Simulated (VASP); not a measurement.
# TiSi16 (a cell with a defect) in VASP: a series of runs

Runs on TiSi16 (a cell with a defect). Level: PBEsol. Tasks: single point.

All numbers are computed with VASP 6.6.1; they aren't measurements. Logs are shortened: lines on timing, memory, paths and dates and some standing lists are left out, and cuts for length are marked.

### Step 1. The cell of the first run

The cell holds a defect, 17 atoms: a = 7.679 Å, b = 7.679 Å, c = 7.679 Å, α = 60.00°, β = 60.00°, γ = 60.00°.

### Step 2. Single point, PBEsol

Input file INCAR:

```
PREC = Accurate
ENCUT = 520
EDIFF = 1E-6
ISMEAR = 0
SIGMA = 0.05
LREAL = Auto
LASPH = T
NELM = 80
ALGO = Normal
ISIF = 2
LWAVE = F
LCHARG = T
GGA = PS
LELF = T
LVHAR = T
NBANDS = 52
```

Input file KPOINTS:

```
regular mesh
0
Gamma
  2 2 2
```

Input file POSCAR:

```
TiSi16
1.0
    0.0000000000      5.4300000000      5.4300000000
    5.4300000000      0.0000000000      5.4300000000
    5.4300000000      5.4300000000      0.0000000000
Si Ti
16 1
Direct
   -0.0131029466     -0.0132355433      0.0464209945
    0.1276140884      0.1274395028      0.1384500000
    0.0012627993      0.0017515654      0.5159972376
    0.1009144567      0.1016829650      0.6767757827
    0.0160386740      0.5012047882     -0.0117675875
    0.1283713628      0.6088197974      0.1422525783
    0.0021928177      0.4632419890      0.5195683241
    0.1474180479      0.6118519337      0.6151731123
    0.5013811234      0.0158737569     -0.0118485267
    0.6088023020      0.1282881215      0.1422833333
    0.4625220994      0.0028985267      0.5196401473
    0.6112945672      0.1480951197      0.6151279006
    0.5022930018      0.5022255985     -0.0126499079
    0.6457252302      0.6455510129      0.0712154696
    0.5128352670      0.5135151934      0.4443943831
    0.6103383978      0.6110877532      0.6150575506
    0.8416081952      0.8422930939      0.4551072744
```

Potentials or basis: VASP PAW PBE potentials, release 64 (Si, Ti_sv).

The run is started by

```bash
> cat potpaw_PBE.64/Si/POTCAR potpaw_PBE.64/Ti_sv/POTCAR > POTCAR
> mpirun -np 1 vasp_std > vasp.out
```

OUTCAR:

```text
PREC = Accurate
   ENCUT = 520
   EDIFF = 1E-6
   ISMEAR = 0
   LREAL = Auto
   LASPH = T
   NELM = 80
   ISIF = 2
   GGA = PS

 ion  position               nearest neighbor table
   1  0.987  0.987  0.046-   4 2.32   2 2.35   6 2.38  10 2.38  17 2.57
   2  0.128  0.127  0.138-   5 2.35   9 2.35   1 2.35   3 2.37
   3  0.001  0.002  0.516-   4 2.28   2 2.37  17 2.42   8 2.45  12 2.45
   4  0.101  0.102  0.677-   3 2.28   7 2.28  11 2.28   1 2.32
   5  0.016  0.501  0.988-  14 2.34   8 2.34   2 2.35   6 2.35
   6  0.128  0.609  0.142-   5 2.35  13 2.35   7 2.37   1 2.38  17 2.98
   7  0.002  0.463  0.520-   4 2.28   6 2.37  17 2.41   8 2.45  16 2.47
   8  0.147  0.612  0.615-  15 2.31   5 2.34   7 2.45   3 2.45  17 2.59
   9  0.501  0.016  0.988-  14 2.34  12 2.34   2 2.35  10 2.35
  10  0.609  0.128  0.142-   9 2.35  13 2.35  11 2.37   1 2.38  17 2.98
  11  0.463  0.003  0.520-   4 2.28  10 2.37  17 2.41  12 2.45  16 2.47
  12  0.611  0.148  0.615-  15 2.31   9 2.34  11 2.45   3 2.45  17 2.59
  13  0.502  0.502  0.987-  14 2.34  16 2.34   6 2.35  10 2.35
  14  0.646  0.646  0.071-   9 2.34   5 2.34  13 2.34  15 2.34
  15  0.513  0.514  0.444-  12 2.31   8 2.31  16 2.32  14 2.34
  16  0.610  0.611  0.615-  15 2.32  13 2.34  11 2.47   7 2.47  17 2.57
  17  0.842  0.842  0.455-   7 2.41  11 2.41   3 2.42   1 2.57  16 2.57  12 2.59   8 2.59  10 2.98
                             6 2.98

  LATTYP: Found a face centered cubic cell.
 ALAT       =    10.8600000000

  Lattice vectors:

 A1 = (   0.0000000000,   5.4300000000,   5.4300000000)
 A2 = (   5.4300000000,   0.0000000000,   5.4300000000)
 A3 = (   5.4300000000,   5.4300000000,   0.0000000000)

Analysis of symmetry for initial positions (statically):
=====================================================================
 Subroutine PRICEL returns:
 Original cell was already a primitive cell.

 Routine SETGRP: Setting up the symmetry group for a
 face centered cubic supercell.

 Subroutine GETGRP returns: Found  1 space group operations
 (whereof  1 operations were pure point group operations)
 out of a pool of 48 trial point group operations.

The static configuration has the point symmetry C_1 .

Analysis of symmetry for dynamics (positions and initial velocities):
=====================================================================
 Subroutine PRICEL returns:
 Original cell was already a primitive cell.

 Routine SETGRP: Setting up the symmetry group for a
 face centered cubic supercell.

 Subroutine GETGRP returns: Found  1 space group operations
 (whereof  1 operations were pure point group operations)
 out of a pool of 48 trial point group operations.

The dynamic configuration has the point symmetry C_1 .

 Subroutine INISYM returns: Found  1 space group operations
 (whereof  1 operations are pure point group operations),
 and found     1 'primitive' translations

----------------------------------------------------------------------------------------

                                     Primitive cell

  volume of cell :     320.2060

  direct lattice vectors                    reciprocal lattice vectors
     0.000000000  5.430000000  5.430000000    -0.092081031  0.092081031  0.092081031
     5.430000000  0.000000000  5.430000000     0.092081031 -0.092081031  0.092081031
     5.430000000  5.430000000  0.000000000     0.092081031  0.092081031 -0.092081031

  length of vectors
     7.679179644  7.679179644  7.679179644     0.159489025  0.159489025  0.159489025

  position of ions in fractional coordinates (direct lattice)
     0.986897053  0.986764457  0.046420994
     0.127614088  0.127439503  0.138450000
     0.001262799  0.001751565  0.515997238
     0.100914457  0.101682965  0.676775783
     0.016038674  0.501204788  0.988232412
     0.128371363  0.608819797  0.142252578
[... 9 lines left out ...]
     0.610338398  0.611087753  0.615057551
     0.841608195  0.842293094  0.455107274

  ion indices of the primitive-cell ions
   primitive index   ion index
                 1           1
                 2           2
                 3           3
                 4           4
                 5           5
                 6           6
[... 9 lines left out ...]
                16          16
                17          17

----------------------------------------------------------------------------------------

 KPOINTS: regular mesh

Automatic generation of k-mesh.
 Grid dimensions read from file:
 generate k-points for:    2    2    2

 Generating k-lattice:

  Cartesian coordinates                     Fractional coordinates (reciprocal lattice)
    -0.046040516  0.046040516  0.046040516     0.500000000  0.000000000  0.000000000
     0.046040516 -0.046040516  0.046040516     0.000000000  0.500000000  0.000000000
     0.046040516  0.046040516 -0.046040516     0.000000000  0.000000000  0.500000000

  Length of vectors
     0.079744512  0.079744512  0.079744512

[... 39 lines left out ...]
   NSW    =      0    number of steps for IOM
   IBRION =     -1    ionic relax: 0-MD 1-quasi-New 2-CG
   NFREE  =      0    steps in history (QN), initial steepest desc. (CG)
   ISIF   =      2    stress and relaxation
   ISYM   =      2    0-nonsym 1-usesym 2-fastsym
   POTIM  = 0.5000    time-step for ionic-motion
   TEBEG  =    0.0;   TEEND  =   0.0 temperature during run
   PSTRESS=    0.0 pullay stress
   NELECT =      76.0000    total number of electrons
   NUPDOWN=      -1.0000    fix difference up-down
   EMIN   =  10.00;   EMAX   =-10.00  energy-range for DOS
   EFERMI =   0.00;   METHOD = LEGACY
   ISMEAR =     0;   SIGMA  =   0.05  broadening in eV -4-tet -1-fermi 0-gaus
   EFERMI_NEDOS =   21; number of points for ismear=-14 and -15
   IALGO  =     38    algorithm
   IMIX   =      4    mixing-type and parameters
     AMIX     =   0.40;   BMIX     =  1.00
     AMIX_MAG =   1.60;   BMIX_MAG =  1.00
  volume/ion in A,a.u.               =      18.84       127.11
  Fermi-wavevector in a.u.,A,eV,Ry     =   1.013607  1.915439 13.978610  1.027399
  Thomas-Fermi vector in A             =   2.146786
   LORBIT       =      0    0 simple, 1 ext, 2 COOP (PROOUT), +10 PAW based schemes
   GGA     = PS    functional components
   LHFCALC =     F    Hartree Fock is set to
   AEXX    =    0.0000 exact exchange contribution
   IVDW    =     0    specifies the selected vdW correction
   LEPSILON=     F    determine dielectric tensor
   LRPA    =     F    only Hartree local field effects (RPA)
 non-spin polarized calculation
 Gauss-broadening in eV      SIGMA  =   0.05
  energy-cutoff  :      520.00
  volume of cell :      320.21
 maximum number of plane-waves:      8646
 NGX is ok and might be reduce to    60
   NGX = 29   NGY = 29   NGZ = 29

 number of electron      75.9999999 magnetization

 Free energy of the ion-electron system (eV)
  ---------------------------------------------------
  ext. energy  EPLUGINS =         0.00000000
  ---------------------------------------------------
  free energy    TOTEN  =       -97.57560959 eV

  energy without entropy =      -97.55287438  energy(sigma->0) =      -97.56424198

 E-fermi :   6.7844     XC(G=0):  -9.8950

 val. band max:        6.7800648635   @ k =   0.5000   0.5000   0.0000
 cond. band min:       6.7973726501   @ k =   0.0000   0.0000   0.0000
 fundamental gap:      0.0173077866
 Fermi energy:         6.7843995001

 k-point     1 :       0.0000    0.0000    0.0000
  band No.  band energies     occupation
      1     -49.7559      2.00000
      2     -26.2736      2.00000
      3     -26.2119      2.00000
      4     -26.1968      2.00000
      5      -5.7515      2.00000
      6      -3.5240      2.00000
[... 42 lines left out ...]
     49       8.1958      0.00000
     50       8.5382      0.00000

 k-point     2 :       0.5000    0.0000    0.0000
  band No.  band energies     occupation
      1     -49.7559      2.00000
      2     -26.2736      2.00000
      3     -26.2119      2.00000
      4     -26.1968      2.00000
      5      -5.0216      2.00000
      6      -4.8420      2.00000
[... 310 lines left out ...]
 k-point     8 :       0.5000    0.0000    0.5000
  band No.  band energies     occupation
      1     -49.7559      2.00000
      2     -26.2736      2.00000
      3     -26.2119      2.00000
      4     -26.1968      2.00000
      5      -4.6972      2.00000
      6      -4.6310      2.00000
[... 42 lines left out ...]
     49       9.7621      0.00000
     50      10.3594      0.00000
 [bands above 50 left out]

------------------------ aborting loop because EDIFF is reached ----------------------------------------

  FORCE on cell =-STRESS in cart. coord.  units (eV):
  Direction    XX          YY          ZZ          XY          YZ          ZX
  --------------------------------------------------------------------------------------
  -------------------------------------------------------------------------------------
  Total        4.2198186      4.2369152      3.1665545     -0.9291803      1.3218911      1.3335906
  in kB       21.1142120     21.1997564     15.8441181     -4.6492307      6.6141916      6.6727313
  external PRESSURE =      19.3860289 kB  Pullay stress =       0.0000000 kB

 VOLUME and BASIS-vectors are now :
 -----------------------------------------------------------------------------
  energy-cutoff  :      520.00
  volume of cell :      320.21
      direct lattice vectors                 reciprocal lattice vectors
     0.000000000  5.430000000  5.430000000    -0.092081031  0.092081031  0.092081031
     5.430000000  0.000000000  5.430000000     0.092081031 -0.092081031  0.092081031
     5.430000000  5.430000000  0.000000000     0.092081031  0.092081031 -0.092081031

 POSITION                                       TOTAL-FORCE (eV/Angst)
 -----------------------------------------------------------------------------------
      5.61020      5.61092     10.71698        -0.022719     -0.023422      0.004908
      1.44378      1.44473      1.38494         0.055884      0.054694     -0.071168
      2.81138      2.80872      0.01637         0.088262      0.088093     -0.085294
      4.22703      4.22286      1.10010         0.031254      0.032350     -0.049685
      8.08764      5.45319      2.80863         0.089163      0.026342     -0.116942
      4.07832      1.46949      4.00295         0.028747      0.079327     -0.102808
[... 9 lines left out ...]
      6.65797      6.65390      6.63234         0.150772      0.151723      0.031823
      7.04488      7.04116      9.14358        -1.199877     -1.197729      1.238866
 -----------------------------------------------------------------------------------
    total drift:                                0.003935      0.001438      0.003355

  FREE ENERGIE OF THE ION-ELECTRON SYSTEM (eV)
  ---------------------------------------------------
  free  energy   TOTEN  =       -97.5756095878 eV

  energy  without entropy=      -97.5528743757  energy(sigma->0) =      -97.56424198
```

Wall time 1.8 min (1 thread of Intel Xeon 6975P-C (Granite Rapids), shared host); peak memory 0.49 GiB.

What came out:

* Free energy: -97.5756 eV
* Pressure: 1.9 GPa
* Largest force: 2.100 eV/Å
* Band gap on the k mesh: zero (bands 38 and 39 overlap by 0.30 eV)

Forces in eV/Å, atoms in the order of the input:
```
Si  -0.023 -0.023  0.005
Si   0.056  0.055 -0.071
Si   0.088  0.088 -0.085
Si   0.031  0.032 -0.050
Si   0.089  0.026 -0.117
Si   0.029  0.079 -0.103
Si   0.122  0.097 -0.065
Si   0.105  0.005 -0.114
Si   0.029  0.088 -0.118
Si   0.081  0.027 -0.103
Si   0.096  0.124 -0.063
Si   0.004  0.107 -0.116
Si   0.124  0.122 -0.059
Si   0.086  0.085 -0.134
Si   0.133  0.134 -0.078
Si   0.151  0.152  0.032
Ti  -1.200 -1.198  1.239
```

Caveat: the k points lie up to 0.50 Å⁻¹ apart; the PAW data sets were made with another functional, which shifts forces and pressure a little.

### Step 3. Single point, PBEsol

Input file INCAR:

```
SYSTEM = TiSi16
ALGO = Normal
EDIFF = 1E-7
ENCUT = 520
GGA = PS
ISIF = 2
ISMEAR = 0
LASPH = .True.
LCHARG = .False.
LREAL = Auto
LWAVE = .False.
NBANDS = 52
NELM = 60
PREC = Accurate
SIGMA = 0.05
```

Input file KPOINTS:

```
k-points
0
Gamma
  2 2 2
  0 0 0
```

Input file POSCAR:

```
TiSi16
1.0
    0.0000000000      5.4300000000      5.4300000000
    5.4300000000      0.0000000000      5.4300000000
    5.4300000000      5.4300000000      0.0000000000
Si Ti
16 1
Direct
    0.0006306630      0.0005404236     -0.0180569982
    0.1241365562      0.1237956722      0.1152507366
   -0.0040228361     -0.0040057090      0.4980834254
    0.1169585635      0.1175976059      0.6179484346
   -0.0016659300      0.4972395948      0.0044887661
    0.1335876611      0.6175550645      0.1233633517
   -0.0022162063      0.4811009208      0.5087482505
    0.1224311234      0.6140206262      0.6310001842
    0.4974937385     -0.0020349908      0.0046790055
    0.6173717311      0.1336000921      0.1236056169
    0.4804804788     -0.0017489871      0.5091081031
    0.6139331492      0.1223600368      0.6312594843
    0.5040087477      0.5041201657      0.0175148250
    0.6279606814      0.6276054328      0.1411616022
    0.4963455801      0.4962916206      0.5118050645
    0.6153736648      0.6159889503      0.6473110497
    0.8668337937      0.8671903315      0.3712210866
```

Potentials or basis: VASP PAW PBE potentials, release 64 (Si, Ti_sv).

The run is started by

```bash
> cat potpaw_PBE.64/Si/POTCAR potpaw_PBE.64/Ti_sv/POTCAR > POTCAR
> mpirun -np 1 vasp_std > vasp.out
```

It took 2 min on 1 thread of Intel Xeon 6975P-C (Granite Rapids), shared host; peak memory 0.5 GiB.

It converged, with:

| Item | Value |
| --- | --- |
| Free energy | -98.2777 eV |
| Pressure | 1.9 GPa |
| Largest force | 0.322 eV/Å |
| Band gap on the k mesh | zero (bands 38 and 39 overlap by 0.35 eV) |

Forces in eV/Å, atoms in the order of the input:
```
Si   0.058  0.059 -0.062
Si   0.004  0.003 -0.015
Si   0.065  0.063  0.056
Si   0.004  0.000  0.064
Si  -0.001 -0.027 -0.025
Si   0.026 -0.049 -0.022
Si  -0.019 -0.018 -0.023
Si   0.003  0.001 -0.001
Si  -0.025 -0.001 -0.025
Si  -0.050  0.029 -0.023
Si  -0.022 -0.013 -0.020
Si   0.003  0.002 -0.002
Si  -0.059 -0.058 -0.040
Si  -0.069 -0.068 -0.053
Si  -0.048 -0.050 -0.005
Si  -0.054 -0.054  0.004
Ti   0.185  0.180  0.193
```

Stress tensor (GPa, compression positive):
```
 1.89 -0.05 -0.08
-0.05  1.89 -0.07
-0.08 -0.07  1.94
```

Levels at points of the mesh, in eV from the Fermi level:
| k point | band 36 | band 37 | band 38 | band 39 | band 40 | band 41 |
| --- | --- | --- | --- | --- | --- | --- |
| (0.00, 0.00, 0.00) | -0.93 | -0.39 | -0.35 | -0.31 | -0.09 | -0.06 |
| (0.50, 0.00, 0.00) | -1.25 | -0.24 | 0.01 | 0.18 | 0.41 | 0.51 |
| (0.00, 0.50, 0.00) | -1.25 | -0.24 | 0.01 | 0.18 | 0.41 | 0.51 |
| (0.00, 0.00, 0.50) | -1.25 | -0.21 | 0.04 | 0.18 | 0.44 | 0.49 |
| (0.50, 0.50, 0.50) | -1.26 | -0.29 | -0.07 | 0.00 | 0.51 | 0.52 |
| (0.50, 0.50, 0.00) | -1.76 | -0.65 | 0.00 | 0.59 | 0.64 | 1.12 |
| (0.00, 0.50, 0.50) | -1.77 | -0.66 | -0.01 | 0.57 | 0.67 | 1.11 |
| (0.50, 0.00, 0.50) | -1.77 | -0.67 | -0.01 | 0.57 | 0.68 | 1.11 |

Caveat: the k points lie up to 0.50 Å⁻¹ apart; the PAW data sets were made with another functional, which shifts forces and pressure a little.

### Step 4. Single point, PBEsol

Input file INCAR:

```
PREC     = Accurate       # precision mode
ENCUT    = 520            # plane-wave cutoff, eV
EDIFF    = 1E-7           # SCF threshold, eV
ISMEAR   = 0              # smearing method
SIGMA    = 0.05           # smearing width, eV
LREAL    = Auto         
LASPH    = True           # aspherical terms in the spheres
NELM     = 80             # most SCF steps
ALGO     = Normal         # electronic algorithm
ISIF     = 2              # what is computed and relaxed
LWAVE    = False          # write WAVECAR
LCHARG   = False          # write CHGCAR
GGA      = PS             # functional
NBANDS   = 52             # bands
```

Input file KPOINTS:

```
regular mesh
0
Gamma
  2 2 2
```

Input file POSCAR:

```
TiSi16
1.0
    0.0000000000      5.4300000000      5.4300000000
    5.4300000000      0.0000000000      5.4300000000
    5.4300000000      5.4300000000      0.0000000000
Si Ti
16 1
Direct
    0.0088987109      0.0088121547     -0.0153174954
    0.1301747698      0.1295797422      0.1157732965
   -0.0107899632     -0.0114074586      0.4857312155
    0.1088848987      0.1088904236      0.6185178637
    0.0192016575      0.5032961326     -0.0009952118
    0.1532422652      0.6192553407      0.1266490792
    0.0080191529      0.4756460405      0.5164143646
    0.1289435543      0.6183393186      0.6255275322
    0.5039021179      0.0186542357     -0.0010848066
    0.6193556169      0.1531554328      0.1265696133
    0.4756837017      0.0079387661      0.5163523941
    0.6189369245      0.1283017495      0.6254546041
    0.5150708103      0.5150560773      0.0227260589
    0.6420883978      0.6414727440      0.1364346225
    0.5026144567      0.5019465009      0.5147982505
    0.6181714549      0.6180646409      0.6603797422
    0.7715057090      0.7714788214      0.2791480663
```

The run is started by

```bash
> cat potpaw_PBE.64/Si/POTCAR potpaw_PBE.64/Ti_sv/POTCAR > POTCAR
> mpirun -np 1 vasp_std > vasp.out
```

It took 2 min on 1 thread of Intel Xeon 6975P-C (Granite Rapids), shared host; peak memory 0.49 GiB.

It converged, with:

* Free energy: -97.8225 eV
* Pressure: 1.9 GPa
* Largest force: 2.045 eV/Å
* Band gap on the k mesh: zero (bands 38 and 39 overlap by 0.29 eV)

Forces in eV/Å, atoms in the order of the input:
```
Si   0.093  0.093 -0.036
Si   0.091  0.090  0.027
Si   0.117  0.116  0.095
Si   0.060  0.062  0.094
Si   0.068  0.096  0.070
Si   0.219  0.088  0.104
Si   0.110 -0.045  0.128
Si   0.109  0.055  0.074
Si   0.097  0.066  0.069
Si   0.091  0.216  0.108
Si  -0.044  0.112  0.128
Si   0.055  0.109  0.075
Si   0.002  0.006  0.030
Si  -0.064 -0.066 -0.090
Si   0.096  0.095  0.023
Si   0.112  0.113  0.226
Ti  -1.211 -1.206 -1.123
```

Stress tensor (GPa, compression positive):
```
 1.88 -0.38 -0.36
-0.38  1.89 -0.36
-0.36 -0.36  2.03
```

Levels at points of the mesh, in eV from the Fermi level:
```tsv
k point	band 35	band 36	band 37	band 38	band 39	band 40
(0.00, 0.00, 0.00)	-1.04	-0.83	-0.54	-0.29	-0.27	-0.03
(0.50, 0.00, 0.00)	-1.30	-1.26	-0.17	0.00	0.17	0.41
(0.00, 0.50, 0.00)	-1.30	-1.26	-0.17	0.00	0.17	0.41
(0.00, 0.00, 0.50)	-1.29	-1.25	-0.16	0.02	0.14	0.40
(0.50, 0.50, 0.50)	-1.28	-1.27	-0.30	-0.16	-0.16	0.63
(0.50, 0.50, 0.00)	-1.87	-1.74	-0.44	0.02	0.45	0.80
(0.00, 0.50, 0.50)	-1.87	-1.73	-0.45	0.01	0.43	0.81
(0.50, 0.00, 0.50)	-1.87	-1.73	-0.45	0.01	0.43	0.81
```

Caveat: the k points lie up to 0.50 Å⁻¹ apart; the PAW data sets were made with another functional, which shifts forces and pressure a little.

### Step 5. Summary

| cell | gap on the mesh (eV) | pressure (GPa) | largest force (eV/Å) |
| --- | --- | --- | --- |
| as given, atomic positions A | none | 1.9 | 2.10 |
| as given, atomic positions B | none | 1.9 | 0.32 |
| as given, atomic positions C | none | 1.9 | 2.05 |

Alike in all rows: task single point; level PBEsol; potentials or basis VASP PAW PBE potentials, release 64 (Si, Ti_sv); no spin polarisation; k mesh 2 × 2 × 2; cutoff (eV) 520; smearing gaussian 0.05 eV.

Caveats: all runs use coarse meshes; the PAW data sets were made with another functional, which shifts forces and pressure a little.

Absolute energies hang on the potentials; compare differences alone.
